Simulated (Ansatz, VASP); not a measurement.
# One calculation of Mg7Te, two programs

```
CELL_PARAMETERS angstrom
0.00000 4.55185 4.55185
4.55185 0.00000 4.55185
4.55185 4.55185 0.00000
ATOMIC_POSITIONS crystal
Mg 0.50000 0.00000 0.50000
Mg 0.50000 0.00000 0.00000
Mg 0.50000 0.50000 0.00000
Mg 0.00000 0.50000 0.00000
Mg 0.00000 0.50000 0.50000
Mg 0.00000 0.00000 0.50000
Mg 0.00000 0.00000 0.00000
Te 0.50000 0.50000 0.50000
```

Alike in both runs: task single point; functional PBE; k mesh 4 × 4 × 4; occupations gaussian, width 0.2 eV; no spin polarisation.

```csv
,VASP,Ansatz
version,VASP 6.6.1,Ansatz 0.2.0
potentials or method,"VASP PAW PBE potentials, release 64 (Mg, Te), cutoff 520 eV","scalar-relativistic, plane waves, PAW"
valence electrons in the cell,20,86
```

```tsv
	VASP	Ansatz	Ansatz less VASP
gap on the k mesh at the Fermi level (eV)	none	none	-
pressure (GPa)	0.0	0.1	+0.11
```

A gap of «none» marks a metal or a gap that the smearing closes. VASP's potentials hold 20 valence electrons a cell and Ansatz's 86, so a difference there can come from the potentials and not from the codes.

Neither program's run includes spin-orbit coupling.
